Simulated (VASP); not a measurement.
# Ti3H: single point with PBE

System: Ti3H, a slab with vacuum.

```
Ti H
1.0
     2.90754    0.00000    0.00000
     0.00000    2.90754    0.00000
     0.00000    0.00000   20.80598
Ti H
3 1
Direct
  0.50000 0.50000 0.19225
  0.00000 0.00000 0.28371
  0.50000 0.50000 0.37518
  0.00000 0.00000 0.38912
```

```json
{
  "Program": "VASP 6.6.1",
  "Task": "single point",
  "Functional": "PBE",
  "Potentials or basis": "VASP PAW PBE potentials, release 64 (Ti_sv, H)",
  "Cutoff": "520 eV",
  "k mesh": "9 × 9 × 1",
  "Occupations": "gaussian, width 0.1 eV",
  "Spin": "collinear spin",
  "Starting moments": "[0.0, 0.0, 0.0, 1.0] μB",
  "Dipole correction": "yes",
  "Further INCAR settings": "ALGO = Normal; EDIFF = 1e-06; NBANDS = 30"
}
```

```json
{
  "Largest force": "0.379 eV/Å",
  "Net moment": "-0.60 μB per cell",
  "Site moments": "Ti -0.35, +0.04, -0.03; H +0.00 μB",
  "Valence electrons inside the program's atomic spheres": "Ti 10.23, 10.32, 10.30; H 0.55"
}
```

Forces on the atoms (eV/Å):
```
Ti   0.000  0.000  0.083
Ti   0.000  0.000 -0.379
Ti   0.000  0.000  0.376
H    0.000  0.000 -0.080
```

Levels at points of the mesh, in eV from the Fermi level:
Spin up:
```
           k point  band 16  band 17  band 18  band 19  band 20  band 21
(0.00, 0.00, 0.00)    -1.73    -0.65    -0.27     0.31     0.71     1.03
```
Spin down:
```
           k point  band 17  band 18  band 19  band 20  band 21  band 22
(0.00, 0.00, 0.00)    -0.88    -0.36    -0.12     0.63     0.96     0.96
```

It took 14 min on 1 thread of Intel Xeon 8259CL, on a shared host, peak memory 0.41 GiB.
